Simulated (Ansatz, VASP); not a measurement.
# Two plane-wave programs on AlN

```
Al N
1.0
     3.08861    0.00000    0.00000
    -1.54431    2.67481    0.00000
     0.00000    0.00000    4.94312
Al N
2 2
Direct
  0.33333 0.66667 0.00001
  0.66667 0.33333 0.50001
  0.33333 0.66667 0.38199
  0.66667 0.33333 0.88199
```

Alike in both runs: functional LDA; k mesh 8 × 8 × 4; no spin polarisation.

Ansatz relaxed the structure, and its values are those at the end. VASP's run is a single point on that final structure, the one shown.

|  | VASP | Ansatz |
| --- | --- | --- |
| version | VASP 6.6.1 | Ansatz 0.2.0 |
| potentials or method | VASP PAW LDA potentials, release 64 (Al, N) | scalar-relativistic, plane waves, PAW |
| plane-wave cutoff (eV) | 520 | 420 |
| occupations | gaussian, width 0.01 eV | fixed |
| valence electrons in the cell | 16 | 16 |

VASP gave:

| Item | Value |
| --- | --- |
| gap on the k mesh at the Fermi level (eV) | 4.42 |
| least direct gap on the mesh (eV) | 4.42 |
| pressure (GPa) | 0.7 |

Problem. What did Ansatz give for the same quantities?

Solution. gap on the k mesh at the Fermi level (eV): 4.42; least direct gap on the mesh (eV): 4.42; pressure (GPa): 0.0.

Ansatz warns that its potentials were made for another functional, while VASP's fit it. LDA's correlation is that of Perdew and Zunger in VASP and of Perdew and Wang (1992) in Ansatz.
